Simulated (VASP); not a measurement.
# Be2ZnSe3: single point with PBE

Be2ZnSe3:

```
Be Zn Se
1.0
     3.79068    0.00000    0.00000
    -1.89534    3.28282    0.00000
     0.00000    0.00000    9.33872
Be Zn Se
2 1 3
Direct
  0.66667 0.33333 0.34190
  0.33333 0.66667 0.65765
  0.00000 0.00000 0.99644
  0.66667 0.33333 0.10328
  0.33333 0.66667 0.41761
  0.00000 0.00000 0.73311
```

- Program: VASP 6.6.1
- Task: single point
- Functional: PBE
- Potentials or basis: VASP PAW PBE potentials, release 64 (Be, Zn, Se)
- Cutoff: 520 eV
- k mesh: 6 × 6 × 2
- Occupations: gaussian, width 0.1 eV
- Spin: no spin polarisation
- Dipole correction: no
- Further INCAR settings: ALGO = Normal; EDIFF = 1e-07; NBANDS = 26

- Pressure: 0.2 GPa
- Largest force: 0.032 eV/Å
- Band gap on the k mesh: 2.36 eV (least direct gap 2.52 eV)

Forces on the atoms (eV/Å):
```
Be   0.000  0.000 -0.013
Be   0.000  0.000 -0.006
Zn   0.000  0.000 -0.010
Se   0.000  0.000  0.032
Se   0.000  0.000  0.007
Se   0.000  0.000 -0.010
```

Stress tensor (GPa, compression positive):
```
0.23 0.00 0.00
0.00 0.23 0.00
0.00 0.00 0.12
```

Levels at points of the mesh, in eV from the valence-band top:
```
           k point  band 14  band 15  band 16  band 17  band 18  band 19  band 20  band 21
(0.00, 0.00, 0.00)    -1.04    -0.43     0.00     0.00     2.52     3.36     3.48     4.66
(0.50, 0.00, 0.00)    -2.51    -2.32    -1.96    -1.25     2.36     3.48     3.89     4.16
(0.00, 0.00, 0.50)    -0.93    -0.93    -0.09    -0.09     3.28     3.41     3.59     4.86
(0.50, 0.00, 0.50)    -2.75    -2.24    -1.34    -1.03     2.89     3.05     3.47     4.58
```

It took 99 s on 1 thread of Intel Xeon 8259CL (shared host), peak memory 0.23 GiB.

A k mesh can miss the band edges.
